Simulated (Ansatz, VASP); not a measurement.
## H: VASP beside Ansatz

INCAR

```
SYSTEM = H
  PREC = Accurate
  ENCUT = 520
  EDIFF = 1E-6
  ISMEAR = 0
  SIGMA = 0.05
  LREAL = .False.
  LASPH = .True.
  NELM = 100
  ALGO = Normal
  ISIF = 2
  LWAVE = .False.
  LCHARG = .True.
  GGA = PE
  LELF = .True.
  LVHAR = .True.
  NBANDS = 8
```

The input KPOINTS:

```
regular mesh
0
Gamma
  10 10 10
  0 0 0
```

Contents of POSCAR:

```
H
1.0
   -1.9581229107      1.9581229107      2.0508757783
    1.9581229107     -1.9581229107      2.0508757783
    1.9581229107      1.9581229107     -2.0508757783
H
2
Direct
    0.9178910720      0.9178910720      0.0000000000
    0.0821089280      0.0821089280      0.0000000000
```

Input for Ansatz:

```yaml
crystal:
  lattice:
    - [-1.9581229107, 1.9581229107, 2.0508757783]
    - [1.9581229107, -1.9581229107, 2.0508757783]
    - [1.9581229107, 1.9581229107, -2.0508757783]
  atoms:
    - { symbol: H, position: [0.917891072, 0.917891072, 0.0] }
    - { symbol: H, position: [0.082108928, 0.082108928, 0.0] }
basis:
  ecutwfc: 420
kpoints:
  mp_grid: { grid: [10, 10, 10] }
hamiltonian:
  xc: pbe
scf:
  occupations: { method: gaussian, width: 0.05 }
output:
  forces: true
  stress: true
  eigenvalues: true
```

Alike in both runs: task single point; functional PBE; k mesh 10 × 10 × 10; occupations gaussian, width 0.05 eV; no spin polarisation.

|  | VASP | Ansatz |
| --- | --- | --- |
| version | VASP 6.6.1 | Ansatz 0.2.0 |
| potentials or method | VASP PAW PBE potentials, release 64 (H), cutoff 520 eV | scalar-relativistic, plane waves, PAW |
| valence electrons in the cell | 2 | 2 |

|  | VASP | Ansatz | Ansatz less VASP |
| --- | --- | --- | --- |
| gap on the k mesh at the Fermi level (eV) | 9.96 | 9.96 | 0.000 |
| least direct gap on the mesh (eV) | 10.39 | 10.39 | 0.000 |
| pressure (GPa) | 3.8 | 3.9 | +0.16 |
| traceless stress, the component that is largest in VASP (GPa) | 7.84 | 7.86 | +0.023 |
| rms of the force components (eV/Å) | 1.981 | 1.979 | -0.0017 |

Atom by atom the forces differ by 0.002 eV/Å (rms over components). The functional is the same, so the differences come from potentials, cutoffs and numerics.
